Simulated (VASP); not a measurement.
# PbSe (Fmm2) in VASP: single point with LDA

Aim: the single point of PbSe with LDA.

Program: VASP 6.6.1. These are calculated values, not measurements. Logs are shortened: lines on timing, memory, paths and dates and some standing lists are left out, and cuts for length are marked.

### 1 The cell of the first run

The structure is orthorhombic, space group Fmm2 (No. 42). Conventional cell: a = 6.236 Å, b = 24.002 Å, c = 6.251 Å, α = 90.00°, β = 90.00°, γ = 90.00°. Pb (site symmetry m) has 5 Se at 2.83 to 3.21 Å within 3.7 Å. Within 3.7 Å of Se (site symmetry m) lie 5 Pb at 2.83 to 3.21 Å.

### 2 Single point, LDA

Contents of INCAR:

```
SYSTEM = PbSe
PREC = Accurate
ENCUT = 500
EDIFF = 1E-6
ISMEAR = 0
SIGMA = 0.05
LREAL = .FALSE.
LASPH = .TRUE.
NELM = 120
ALGO = Normal
ISIF = 2
LWAVE = .FALSE.
LCHARG = .FALSE.
GGA = CA
NBANDS = 28
GGA_COMPAT = .FALSE.
```

Contents of KPOINTS:

```
regular mesh
0
G
  6 6 6
  0 0 0
```

Contents of POSCAR:

```
PbSe
1.0
    0.0000000000     12.0007990000      3.1254420000
    3.1181510000      0.0000000000      3.1254420000
    3.1181510000     12.0007990000      0.0000000000
Pb Se
2 2
Direct
    0.1907300000      0.8052670000      0.1947330000
    0.8052670000      0.1907300000      0.8092700000
    0.6744230000      0.2955810000      0.7044190000
    0.2955810000      0.6744230000      0.3255770000
```

Potentials or basis: VASP PAW LDA potentials, release 64 (Pb_d, Se).

Started as:

```sh
cat potpaw_LDA.64/Pb_d/POTCAR potpaw_LDA.64/Se/POTCAR > POTCAR
mpirun -np 1 vasp_std > vasp.out
```

OUTCAR:

```text
SYSTEM = PbSe
   PREC = Accurate
   ENCUT = 500
   EDIFF = 1E-6
   ISMEAR = 0
   LREAL = .FALSE.
   LASPH = .TRUE.
   NELM = 120
   ISIF = 2
   GGA = CA

 ion  position               nearest neighbor table
   1  0.191  0.805  0.195-   4 2.83   3 3.05   3 3.12   3 3.12   3 3.21
   2  0.805  0.191  0.809-   3 2.83   4 3.05   4 3.12   4 3.12   4 3.21
   3  0.674  0.296  0.704-   2 2.83   1 3.05   1 3.12   1 3.12   1 3.21
   4  0.296  0.674  0.326-   1 2.83   2 3.05   2 3.12   2 3.12   2 3.21

  LATTYP: Found a face centered orthorhombic cell.
 ALAT       =     6.2363020000
 B/A-ratio  =     1.0023382447
 C/A-ratio  =     3.8486907786

  Lattice vectors:

 A1 = (   0.0000000000,  12.0007990000,   3.1254420000)
 A2 = (  -3.1181510000,  12.0007990000,   0.0000000000)
 A3 = (  -3.1181510000,   0.0000000000,   3.1254420000)

Analysis of symmetry for initial positions (statically):
=====================================================================
 Subroutine PRICEL returns:
 Original cell was already a primitive cell.

 Routine SETGRP: Setting up the symmetry group for a
 face centered orthorhombic supercell.

 Subroutine GETGRP returns: Found  4 space group operations
 (whereof  4 operations were pure point group operations)
 out of a pool of  8 trial point group operations.

The static configuration has the point symmetry C_2v.

Analysis of symmetry for dynamics (positions and initial velocities):
=====================================================================
 Subroutine PRICEL returns:
 Original cell was already a primitive cell.

 Routine SETGRP: Setting up the symmetry group for a
 face centered orthorhombic supercell.

 Subroutine GETGRP returns: Found  4 space group operations
 (whereof  4 operations were pure point group operations)
 out of a pool of  8 trial point group operations.

The dynamic configuration has the point symmetry C_2v.

 Subroutine INISYM returns: Found  4 space group operations
 (whereof  4 operations are pure point group operations),
 and found     1 'primitive' translations

----------------------------------------------------------------------------------------

                                     Primitive cell

  volume of cell :     233.9100

  direct lattice vectors                    reciprocal lattice vectors
     0.000000000 12.000799000  3.125442000    -0.160351439  0.041663893  0.159977373
     3.118151000  0.000000000  3.125442000     0.160351439 -0.041663893  0.159977373
     3.118151000 12.000799000  0.000000000     0.160351439  0.041663893 -0.159977373

  length of vectors
    12.401111415  4.414889959 12.399275878     0.230306804  0.230306804  0.230306804

  position of ions in fractional coordinates (direct lattice)
     0.190730000  0.805267000  0.194733000
     0.805267000  0.190730000  0.809270000
     0.674423000  0.295581000  0.704419000
     0.295581000  0.674423000  0.325577000

  ion indices of the primitive-cell ions
   primitive index   ion index
                 1           1
                 2           2
                 3           3
                 4           4

----------------------------------------------------------------------------------------

 KPOINTS: regular mesh

Automatic generation of k-mesh.
 Grid dimensions read from file:
 generate k-points for:    6    6    6

 Generating k-lattice:

  Cartesian coordinates                     Fractional coordinates (reciprocal lattice)
    -0.026725240  0.006943982  0.026662895     0.166666667  0.000000000  0.000000000
     0.026725240 -0.006943982  0.026662895     0.000000000  0.166666667  0.000000000
     0.026725240  0.006943982 -0.026662895    -0.000000000 -0.000000000  0.166666667

  Length of vectors
     0.038384467  0.038384467  0.038384467

  Shift w.r.t. Gamma in fractional coordinates (k-lattice)
     0.000000000  0.000000000  0.000000000

 Subroutine IBZKPT returns following result:
 ===========================================

 Found     46 irreducible k-points:

 Following reciprocal coordinates:
            Coordinates               Weight
  0.000000  0.000000  0.000000      1.000000
  0.166667 -0.000000 -0.000000      8.000000
  0.333333 -0.000000  0.000000      8.000000
  0.500000 -0.000000  0.000000      4.000000
  0.166667  0.166667  0.000000      2.000000
  0.333333  0.166667 -0.000000      8.000000
[... 16 lines left out ...]
 -0.166667  0.166667  0.166667      8.000000
  0.500000  0.333333  0.166667      4.000000
 [... further k-points ...]
   k-points           NKPTS =     46   k-points in BZ     NKDIM =     46   number of bands    NBANDS=     28
   number of dos      NEDOS =    301   number of ions     NIONS =      4
   total plane-waves  NPLWV = 259200
   dimension x,y,z NGX =    90 NGY =   32 NGZ =   90
   dimension x,y,z NGXF=   180 NGYF=   64 NGZF=  180
   ions per type =               2   2
   NGX,Y,Z   is equivalent  to a cutoff of  12.07, 12.05, 12.07 a.u.
   NGXF,Y,Z  is equivalent  to a cutoff of  24.13, 24.10, 24.13 a.u.
 SYSTEM =  PbSe
   PREC   = accura    normal or accurate (medium, high low for compatibility)
   ISTART =      0    job   : 0-new  1-cont  2-samecut
   ICHARG =      2    charge: 1-file 2-atom 10-const
   ISPIN  =      1    spin polarized calculation?
   LNONCOLLINEAR =      F non collinear calculations
   LSORBIT =      F    spin-orbit coupling
   LASPH  =      T    aspherical Exc in radial PAW
   ENCUT  =  500.0 eV  36.75 Ry    6.06 a.u.  22.61  8.05 22.61*2*pi/ulx,y,z
   NELM   =    120;   NELMIN=  2; NELMDL= -5     # of ELM steps
   EDIFF  = 0.1E-05   stopping-criterion for ELM
   LREAL  =      F    real-space projection
   EDIFFG = 0.1E-04   stopping-criterion for IOM
   NSW    =      0    number of steps for IOM
   IBRION =     -1    ionic relax: 0-MD 1-quasi-New 2-CG
   NFREE  =      0    steps in history (QN), initial steepest desc. (CG)
   ISIF   =      2    stress and relaxation
   ISYM   =      2    0-nonsym 1-usesym 2-fastsym
   POTIM  = 0.5000    time-step for ionic-motion
   TEBEG  =    0.0;   TEEND  =   0.0 temperature during run
   PSTRESS=    0.0 pullay stress
   NELECT =      40.0000    total number of electrons
   NUPDOWN=      -1.0000    fix difference up-down
   EMIN   =  10.00;   EMAX   =-10.00  energy-range for DOS
   EFERMI =   0.00;   METHOD = LEGACY
   ISMEAR =     0;   SIGMA  =   0.05  broadening in eV -4-tet -1-fermi 0-gaus
   EFERMI_NEDOS =   21; number of points for ismear=-14 and -15
   IALGO  =     38    algorithm
   IMIX   =      4    mixing-type and parameters
     AMIX     =   0.40;   BMIX     =  1.00
     AMIX_MAG =   1.60;   BMIX_MAG =  1.00
  volume/ion in A,a.u.               =      58.48       394.63
  Fermi-wavevector in a.u.,A,eV,Ry     =   0.908682  1.717160 11.234370  0.825703
  Thomas-Fermi vector in A             =   2.032637
   LORBIT       =      0    0 simple, 1 ext, 2 COOP (PROOUT), +10 PAW based schemes
   GGA     = CA    functional components
   LHFCALC =     F    Hartree Fock is set to
   AEXX    =    0.0000 exact exchange contribution
   IVDW    =     0    specifies the selected vdW correction
   LEPSILON=     F    determine dielectric tensor
   LRPA    =     F    only Hartree local field effects (RPA)
 non-spin polarized calculation
 Gauss-broadening in eV      SIGMA  =   0.05
  energy-cutoff  :      500.00
  volume of cell :      233.91
 maximum number of plane-waves:      5992
   NGX = 45   NGY = 17   NGZ = 45

 number of electron      39.9999996 magnetization

 Free energy of the ion-electron system (eV)
  ---------------------------------------------------
  ext. energy  EPLUGINS =         0.00000000
  ---------------------------------------------------
  free energy    TOTEN  =       -18.19547914 eV

  energy without entropy =      -18.19547914  energy(sigma->0) =      -18.19547914

 E-fermi :  -0.3039     XC(G=0):  -5.7500

 val. band max:       -0.5219948990   @ k =  -0.3333  -0.0000   0.1667
 cond. band min:       1.0655206203   @ k =  -0.3333  -0.0000   0.1667
 fundamental gap:      1.5875155193
 Fermi energy:        -0.3038562523

 k-point     1 :       0.0000    0.0000    0.0000
  band No.  band energies     occupation
      1     -16.7887      2.00000
      2     -16.6927      2.00000
      3     -16.6878      2.00000
      4     -16.6791      2.00000
      5     -16.6760      2.00000
      6     -16.6748      2.00000
[... 20 lines left out ...]
     27       5.0437      0.00000
     28       5.1588      0.00000

 k-point     2 :       0.1667   -0.0000   -0.0000
  band No.  band energies     occupation
      1     -16.7766      2.00000
      2     -16.6896      2.00000
      3     -16.6875      2.00000
      4     -16.6846      2.00000
      5     -16.6787      2.00000
      6     -16.6733      2.00000
[... 20 lines left out ...]
     27       4.4688      0.00000
     28       5.3068      0.00000

 k-point     3 :       0.3333   -0.0000    0.0000
  band No.  band energies     occupation
      1     -16.7483      2.00000
      2     -16.6997      2.00000
      3     -16.6936      2.00000
      4     -16.6894      2.00000
      5     -16.6791      2.00000
      6     -16.6663      2.00000
[... 20 lines left out ...]
     27       4.8126      0.00000
     28       6.2385      0.00000

 k-point     4 :       0.5000   -0.0000    0.0000
  band No.  band energies     occupation
      1     -16.7196      2.00000
      2     -16.7196      2.00000
      3     -16.6965      2.00000
      4     -16.6965      2.00000
      5     -16.6722      2.00000
      6     -16.6722      2.00000
[... 578 lines left out ...]
     27       5.6235      0.00000
     28       6.0126      0.00000

 k-point    23 :      -0.1667    0.1667    0.1667
  band No.  band energies     occupation
      1     -16.7512      2.00000
      2     -16.7164      2.00000
      3     -16.6880      2.00000
      4     -16.6873      2.00000
      5     -16.6795      2.00000
      6     -16.6643      2.00000
[... 20 lines left out ...]
     27       4.9389      0.00000
     28       5.9967      0.00000

 k-point    24 :       0.5000    0.3333    0.1667
  band No.  band energies     occupation
      1     -16.7606      2.00000
      2     -16.7449      2.00000
      3     -16.6857      2.00000
      4     -16.6849      2.00000
      5     -16.6807      2.00000
      6     -16.6659      2.00000
[... 20 lines left out ...]
     27       5.4307      0.00000
     28       5.7151      0.00000

 [... further k-points ...]

------------------------ aborting loop because EDIFF is reached ----------------------------------------

  FORCE on cell =-STRESS in cart. coord.  units (eV):
  Direction    XX          YY          ZZ          XY          YZ          ZX
  --------------------------------------------------------------------------------------
  -------------------------------------------------------------------------------------
  Total       -3.1027953     -1.8786874     -3.1194756      0.0000000      0.0000000      0.0000000
  in kB      -21.2527418    -12.8681572    -21.3669939      0.0000000      0.0000000      0.0000000
  external PRESSURE =     -18.4959643 kB  Pullay stress =       0.0000000 kB

 VOLUME and BASIS-vectors are now :
 -----------------------------------------------------------------------------
  energy-cutoff  :      500.00
  volume of cell :      233.91
      direct lattice vectors                 reciprocal lattice vectors
     0.000000000 12.000799000  3.125442000    -0.160351439  0.041663893  0.159977373
     3.118151000  0.000000000  3.125442000     0.160351439 -0.041663893  0.159977373
     3.118151000 12.000799000  0.000000000     0.160351439  0.041663893 -0.159977373

 POSITION                                       TOTAL-FORCE (eV/Angst)
 -----------------------------------------------------------------------------------
      3.11815      4.62586      3.11293         0.000000      0.320677      0.011459
      3.11815     19.37573      3.11293         0.000000     -0.320677      0.011459
      3.11815     16.54721      3.03169         0.000000      0.333330     -0.011459
      3.11815      7.45439      3.03169         0.000000     -0.333330     -0.011459
 -----------------------------------------------------------------------------------
    total drift:                                0.000011     -0.000018      0.000035

  FREE ENERGIE OF THE ION-ELECTRON SYSTEM (eV)
  ---------------------------------------------------
  free  energy   TOTEN  =       -18.1954791384 eV

  energy  without entropy=      -18.1954791383  energy(sigma->0) =      -18.19547914
```

It took 19 min on 1 thread of Oxide Virtual Turin-like, shared host; peak memory 0.52 GiB.

Results:

```
Free energy            : -18.1955 eV
Pressure               : -1.8 GPa
Largest force          : 0.334 eV/Å
Band gap on the k mesh : 1.59 eV
```

Forces on the atoms (eV/Å):
```
Pb   0.000  0.321  0.011
Pb   0.000 -0.321  0.011
Se   0.000  0.333 -0.011
Se   0.000 -0.333 -0.011
```

Stress tensor (GPa, compression positive):
```
-2.13  0.00  0.00
 0.00 -1.29  0.00
 0.00  0.00 -2.14
```

Caveat: spin-orbit coupling is left out, which moves the levels of the heavy elements.
